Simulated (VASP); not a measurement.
# SiC3 (P-4m2) in VASP: a series of runs, part 2 of 2

VASP 6.6.1. Earlier steps stand in the parts before.

## 4. Single point, PBE

INCAR reads:

```
PREC = Accurate ; ENCUT = 520
EDIFF = 1E-6 ; ISMEAR = 0
SIGMA = 0.01 ; LREAL = F
LASPH = T ; NELM = 100
ALGO = Normal ; ISIF = 2
LWAVE = F ; LCHARG = F
GGA = PE ; NBANDS = 16
```

KPOINTS reads:

```
Automatic mesh
0
Gamma
  6 6 4
```

POSCAR reads:

```
SiC3
1.0
    2.7964006874      0.0000000000      0.0000000000
    0.0000000000      2.7964006874      0.0000000000
    0.0000000000      0.0000000000      4.0900436006
C Si
3 1
Direct
    0.5000000000      0.0000000000      0.7862689761
    0.5000000000      0.5000000000      0.0000000000
    0.0000000000      0.5000000000      0.2137310239
    0.0000000000      0.0000000000      0.5000000000
```

Potentials or basis: VASP PAW PBE potentials, release 64 (C, Si).

The run is started by

```
cat potpaw_PBE.64/C/POTCAR potpaw_PBE.64/Si/POTCAR > POTCAR
mpirun -np 1 vasp_std > vasp.out
```

OUTCAR:

```text
PREC = Accurate
   ENCUT = 520
   EDIFF = 1E-6
   ISMEAR = 0
   LREAL = F
   LASPH = T
   NELM = 100
   ISIF = 2
   GGA = PE

 ion  position               nearest neighbor table
   1  0.500  0.000  0.786-   2 1.65   2 1.65   4 1.82   4 1.82
   2  0.500  0.500  0.000-   1 1.65   3 1.65   1 1.65   3 1.65
   3  0.000  0.500  0.214-   2 1.65   2 1.65   4 1.82   4 1.82
   4  0.000  0.000  0.500-   1 1.82   3 1.82   3 1.82   1 1.82

  LATTYP: Found a simple tetragonal cell.
 ALAT       =     2.7964006874
 C/A-ratio  =     1.4626099969

  Lattice vectors:

 A1 = (   2.7964006874,   0.0000000000,   0.0000000000)
 A2 = (   0.0000000000,   2.7964006874,   0.0000000000)
 A3 = (   0.0000000000,   0.0000000000,   4.0900436006)

Analysis of symmetry for initial positions (statically):
=====================================================================
 Subroutine PRICEL returns:
 Original cell was already a primitive cell.

 Routine SETGRP: Setting up the symmetry group for a
 simple tetragonal supercell.

 Subroutine GETGRP returns: Found  8 space group operations
 (whereof  8 operations were pure point group operations)
 out of a pool of 16 trial point group operations.

The static configuration has the point symmetry D_2d.

Analysis of symmetry for dynamics (positions and initial velocities):
=====================================================================
 Subroutine PRICEL returns:
 Original cell was already a primitive cell.

 Routine SETGRP: Setting up the symmetry group for a
 simple tetragonal supercell.

 Subroutine GETGRP returns: Found  8 space group operations
 (whereof  8 operations were pure point group operations)
 out of a pool of 16 trial point group operations.

The dynamic configuration has the point symmetry D_2d.

[... 115 lines left out ...]
   EMIN   =  10.00;   EMAX   =-10.00  energy-range for DOS
   EFERMI =   0.00;   METHOD = LEGACY
   ISMEAR =     0;   SIGMA  =   0.01  broadening in eV -4-tet -1-fermi 0-gaus
   EFERMI_NEDOS =   21; number of points for ismear=-14 and -15
   IALGO  =     38    algorithm
   IMIX   =      4    mixing-type and parameters
     AMIX     =   0.40;   BMIX     =  1.00
     AMIX_MAG =   1.60;   BMIX_MAG =  1.00
  volume/ion in A,a.u.               =       8.00        53.96
  Fermi-wavevector in a.u.,A,eV,Ry     =   1.299589  2.455866 22.979297  1.688931
  Thomas-Fermi vector in A             =   2.430843
   LORBIT       =      0    0 simple, 1 ext, 2 COOP (PROOUT), +10 PAW based schemes
   GGA     = PE    functional components
   LHFCALC =     F    Hartree Fock is set to
   AEXX    =    0.0000 exact exchange contribution
   IVDW    =     0    specifies the selected vdW correction
   LEPSILON=     F    determine dielectric tensor
   LRPA    =     F    only Hartree local field effects (RPA)
 non-spin polarized calculation
 Gauss-broadening in eV      SIGMA  =   0.01
  energy-cutoff  :      520.00
  volume of cell :       31.98
 maximum number of plane-waves:       888
 NGX is ok and might be reduce to    24
   NGX = 11   NGY = 11   NGZ = 15

 number of electron      16.0000000 magnetization

 Free energy of the ion-electron system (eV)
  ---------------------------------------------------
  ext. energy  EPLUGINS =         0.00000000
  ---------------------------------------------------
  free energy    TOTEN  =       -31.07561628 eV

  energy without entropy =      -31.07561628  energy(sigma->0) =      -31.07561628

 E-fermi :   9.4779     XC(G=0): -12.1022

 val. band max:        9.4261124342   @ k =   0.0000   0.0000   0.0000
 cond. band min:      11.0660597755   @ k =   0.5000   0.5000   0.0000
 fundamental gap:      1.6399473412
 Fermi energy:         9.4779204954

 k-point     1 :       0.0000    0.0000    0.0000
  band No.  band energies     occupation
      1      -9.2699      2.00000
      2      -2.6524      2.00000
      3      -1.4009      2.00000
      4       3.9790      2.00000
      5       3.9790      2.00000
      6       8.7459      2.00000
[... 433 lines left out ...]
      3      -1.9156      2.00000
      4      -1.1201      2.00000
      5       5.5449      2.00000
      6       6.7186      2.00000
[... 8 lines left out ...]
     15      20.7164      0.00000
     16      22.0563      0.00000

 [... further k-points ...]
[... 5 lines left out ...]
  --------------------------------------------------------------------------------------
  -------------------------------------------------------------------------------------
  Total        0.6169811      0.6169811      0.7667058      0.0000000      0.0000000      0.0000000
  in kB       30.9069176     30.9069176     38.4071959      0.0000000      0.0000000      0.0000000
  external PRESSURE =      33.4070104 kB  Pullay stress =       0.0000000 kB

 VOLUME and BASIS-vectors are now :
 -----------------------------------------------------------------------------
  energy-cutoff  :      520.00
  volume of cell :       31.98
      direct lattice vectors                 reciprocal lattice vectors
     2.796400687  0.000000000  0.000000000     0.357602544  0.000000000  0.000000000
     0.000000000  2.796400687  0.000000000     0.000000000  0.357602544  0.000000000
     0.000000000  0.000000000  4.090043601     0.000000000  0.000000000  0.244496171

 POSITION                                       TOTAL-FORCE (eV/Angst)
 -----------------------------------------------------------------------------------
      1.39820      0.00000      3.21587         0.000000      0.000000      0.318471
      1.39820      1.39820      0.00000         0.000000     -0.000000      0.000000
      0.00000      1.39820      0.87417         0.000000      0.000000     -0.318471
      0.00000      0.00000      2.04502         0.000000      0.000000      0.000000
 -----------------------------------------------------------------------------------
    total drift:                                0.000000     -0.000000     -0.000000

  FREE ENERGIE OF THE ION-ELECTRON SYSTEM (eV)
  ---------------------------------------------------
  free  energy   TOTEN  =       -31.0756162790 eV

  energy  without entropy=      -31.0756162790  energy(sigma->0) =      -31.07561628
```

stdout:

```text
POSCAR found type information on POSCAR C Si
 POSCAR found :  2 types and       4 ions
 scaLAPACK will be used
 LDA part: xc-table for (Slater+PW92), standard interpolation
 POSCAR, INCAR and KPOINTS ok, starting setup
 FFT: planning ... GRIDC
 FFT: planning ... GRID_SOFT
 FFT: planning ... GRID
 WAVECAR not read
 entering main loop
```

Wall time 6 s (1 thread of Intel Xeon 6975P-C (Granite Rapids), shared host); peak memory 0.14 GiB.

What came out:

```
Free energy            : -31.0756 eV
Pressure               : 3.3 GPa
Largest force          : 0.318 eV/Å
Band gap on the k mesh : 1.64 eV, indirect (least direct gap 1.85 eV)
```

Forces in eV/Å, atoms in the order of the input:
```
C    0.000  0.000  0.318
C    0.000  0.000  0.000
C    0.000  0.000 -0.318
Si   0.000  0.000  0.000
```

A k mesh can miss the band edges.

## 5. Overview

| level | potentials or basis | k mesh | gap on the mesh (eV) | pressure (GPa) | largest force (eV/Å) |
| --- | --- | --- | --- | --- | --- |
| LDA | VASP PAW LDA potentials, release 64 (C, Si) | 4 × 4 × 4 | 1.55 | -6.3 | 0.38 |
| PBEsol | VASP PAW PBE potentials, release 64 (C, Si) | 4 × 4 × 4 | 1.48 | -0.7 | 0.45 |
| PBE | VASP PAW PBE potentials, release 64 (C, Si) | 6 × 6 × 4 | 1.64 | 3.3 | 0.32 |

Alike in all rows: task single point; no spin polarisation; cell as given; cutoff (eV) 520; smearing gaussian 0.01 eV.

Caveats: some runs use coarse meshes; the PAW data sets were made with another functional, which shifts forces and pressure a little (some runs).

Absolute energies hang on the potentials; compare differences alone.
